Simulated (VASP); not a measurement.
# AlN (vib): single point with LDA

The system is AlN (vib).

```
CELL_PARAMETERS angstrom
0.00000 2.00521 2.00521
2.00521 0.00000 2.00521
2.00521 2.00521 0.00000
ATOMIC_POSITIONS crystal
Al 0.50000 0.50000 0.50000
N 0.00000 0.00000 0.00000
```

- Program: VASP 6.6.1
- Task: single point
- Functional: LDA
- Potentials or basis: VASP PAW LDA potentials, release 64 (Al, N)
- Cutoff: 600 eV
- k mesh: 8 × 8 × 8
- Occupations: gaussian, width 0.1 eV
- Spin: no spin polarisation

```yaml
Pressure: 0.6 GPa
Band_gap_on_the_k_mesh: 4.70 eV, indirect (least direct gap 6.13 eV)
```

Levels at points of the mesh, in eV from the valence-band top:
| k point | band 1 | band 2 | band 3 | band 4 | band 5 | band 6 | band 7 | band 8 |
| --- | --- | --- | --- | --- | --- | --- | --- | --- |
| (0.00, 0.00, 0.00) | -17.63 | 0.00 | 0.00 | 0.00 | 6.13 | 12.10 | 12.10 | 12.10 |
| (0.50, 0.00, 0.00) | -14.20 | -8.51 | -1.13 | -1.13 | 6.28 | 11.00 | 11.00 | 13.49 |
| (0.50, 0.50, 0.00) | -13.15 | -7.58 | -2.88 | -2.88 | 4.70 | 5.15 | 14.19 | 17.37 |

It used 6.4 s of CPU time on 1 thread of Intel Xeon 8259CL, on a shared host.

A k mesh can miss the band edges. Expect the measured gap to be larger: semilocal functionals such as LDA lack the derivative discontinuity.
